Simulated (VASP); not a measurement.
A run of VASP 6.6.1 is set up as follows.

INCAR

```
ALGO = Normal
EDIFF = 1E-6
ENCUT = 520
GGA = PE
ISIF = 2
ISMEAR = 0
LASPH = True
LCHARG = True
LELF = True
LREAL = False
LVHAR = True
LWAVE = False
NBANDS = 30
NELM = 60
PREC = Accurate
SIGMA = 0.01
```

File KPOINTS:

```
k-points
0
Gamma
  4 4 4
```

File POSCAR:

```
CsPbCl3
1.0
    4.0141224310      2.3175546661      3.2773182345
   -4.0141224310      2.3175546661      3.2773182345
    0.0000000000     -4.6351093322      3.2773182345
Cs Pb Cl
1 1 3
Direct
    0.5000000000      0.5000000000      0.5000000000
    0.0000000000      0.0000000000      0.0000000000
    0.5000000000      0.0000514515      0.9999485485
    0.0000514515      0.9999485485      0.5000000000
    0.9999485485      0.5000000000      0.0000514515
```

Potentials or basis: VASP PAW PBE potentials, release 64 (Cs_sv, Pb_d, Cl).

Launch:

```console
$ cat potpaw_PBE.64/Cs_sv/POTCAR potpaw_PBE.64/Pb_d/POTCAR potpaw_PBE.64/Cl/POTCAR > POTCAR
$ mpirun -np 1 vasp_std > vasp.out
```

**Question.** What does it give for the band gap on the k mesh?

**Answer.** 2.10 eV.

**Question.** What does it give for the pressure?

**Answer.** 0.7 GPa.

Caveat: spin-orbit coupling is left out, which moves the levels of the heavy elements. A k mesh can miss the band edges.
